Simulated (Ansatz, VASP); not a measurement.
# One calculation of MoWSe4, two programs

Contents of INCAR:

```
PREC = Accurate ; ENCUT = 520
EDIFF = 1E-6 ; ISMEAR = 0
SIGMA = 0.05 ; LREAL = F
LASPH = T ; NELM = 150
ALGO = Normal ; ISIF = 2
LWAVE = F ; LCHARG = F
ISPIN = 2 ; MAGMOM = 0 0 0 0 0 0
LORBIT = 11 ; LMAXMIX = 4
LDAU = T ; LDAUTYPE = 2
LDAUL = 2 -1 2 ; LDAUU = 4 0 4
LDAUJ = 0 0 0 ; LDAUPRINT = 1
NBANDS = 39
```

Contents of KPOINTS:

```
regular mesh
0
Gamma
  7 7 1
```

POSCAR

```
MoWSe4
1.0
    2.8744087900     -1.6598472100      0.0000000000
    2.8744087900      1.6598472100      0.0000000000
   -0.0051069000      0.0000000000     22.7667873300
Mo Se W
1 4 1
Direct
    0.3326744100      0.3326744100      0.4512646900
    0.6660492200      0.6660492200      0.5238521500
    0.3340235000      0.3340235000      0.0776229500
    0.3340930400      0.3340930400      0.2236593100
    0.6659352700      0.6659352700      0.3785826000
    0.6674658200      0.6674658200      0.1506223000
```

Input for Ansatz:

```yaml
crystal:
  lattice:
    - [2.87440879, -1.65984721, 0.0]
    - [2.87440879, 1.65984721, 0.0]
    - [-0.0051069, 0.0, 22.76678733]
  atoms:
    - { symbol: Mo, position: [0.33267441, 0.33267441, 0.45126469], spin: 1.0 }
    - { symbol: Se, position: [0.66604922, 0.66604922, 0.52385215] }
    - { symbol: Se, position: [0.3340235, 0.3340235, 0.07762295] }
    - { symbol: Se, position: [0.33409304, 0.33409304, 0.22365931] }
    - { symbol: Se, position: [0.66593527, 0.66593527, 0.3785826] }
    - { symbol: W, position: [0.66746582, 0.66746582, 0.1506223], spin: 1.0 }
basis:
  ecutwfc: 420
  ecutrho_ratio: 4
kpoints:
  mp_grid: { grid: [7, 7, 1] }
hamiltonian:
  xc: lda
  hubbard:
    sites:
      - { site: 0, l: d, u_eff: 4.0, starting_ns: [{ spin: up, occupation_matrix: s0up }, { spin: down, occupation_matrix: s0down }] }
      - { site: 5, l: d, u_eff: 4.0, starting_ns: [{ spin: up, occupation_matrix: s5up }, { spin: down, occupation_matrix: s5down }] }
    occupation_matrices:
      s0up:
        matrix:
          - [0.02, 0.0, 0.0, 0.0, 0.0]
          - [0.0, 0.02, 0.0, 0.0, 0.0]
          - [0.0, 0.0, 0.02, 0.0, 0.0]
          - [0.0, 0.0, 0.0, 0.97, 0.0]
          - [0.0, 0.0, 0.0, 0.0, 0.97]
      s0down:
        matrix:
          - [0.02, 0.0, 0.0, 0.0, 0.0]
          - [0.0, 0.97, 0.0, 0.0, 0.0]
          - [0.0, 0.0, 0.02, 0.0, 0.0]
          - [0.0, 0.0, 0.0, 0.02, 0.0]
          - [0.0, 0.0, 0.0, 0.0, 0.02]
      s5up:
        matrix:
          - [0.02, 0.0, 0.0, 0.0, 0.0]
          - [0.0, 0.02, 0.0, 0.0, 0.0]
          - [0.0, 0.0, 0.02, 0.0, 0.0]
          - [0.0, 0.0, 0.0, 0.97, 0.0]
          - [0.0, 0.0, 0.0, 0.0, 0.02]
      s5down:
        matrix:
          - [0.02, 0.0, 0.0, 0.0, 0.0]
          - [0.0, 0.02, 0.0, 0.0, 0.0]
          - [0.0, 0.0, 0.02, 0.0, 0.0]
          - [0.0, 0.0, 0.0, 0.02, 0.0]
          - [0.0, 0.0, 0.0, 0.0, 0.02]
    ns_hold: until_converged
scf:
  occupations: { method: gaussian, width: 0.05 }
  lower_state_search: "off"
  max_iter: 150
output:
  forces: true
  stress: true
  eigenvalues: true
  populations: true
  hubbard: { sites: [{ site: 0, l: d }, { site: 5, l: d }] }
magnetization:
  spin_polarized: true
```

Alike in both runs: task single point; functional LDA; k mesh 7 × 7 × 1; occupations gaussian, width 0.05 eV; collinear spin; Hubbard terms Mo d U = 4.0 eV, W d U = 4.0 eV.

|  | VASP | Ansatz |
| --- | --- | --- |
| version | VASP 6.6.1 | Ansatz 0.2.0 |
| potentials or method | VASP PAW LDA potentials, release 64 (Mo_sv, Se, W_sv), cutoff 520 eV | scalar-relativistic, plane waves, PAW |
| valence electrons in the cell | 52 | 92 |

```tsv
	VASP	Ansatz	Ansatz less VASP
gap on the k mesh at the Fermi level (eV)	1.40	1.40	+0.005
least direct gap on the mesh (eV)	1.63	1.54	-0.086
rms of the force components (eV/Å)	0.030	0.183	+0.1538
net moment per atom (μB)	0.00	0.00	0.000
```

LDA's correlation is that of Perdew and Zunger in VASP and of Perdew and Wang (1992) in Ansatz. The programs project onto different local orbitals, so the same U acts differently, and such runs can settle in different states. Atom by atom the forces differ by 0.183 eV/Å (rms over components). VASP's potentials hold 52 valence electrons a cell and Ansatz's 92, so a difference there can come from the potentials and not from the codes. Ansatz's warnings: seeded moment not kept, specified occupation not kept.

Neither program's run includes spin-orbit coupling.
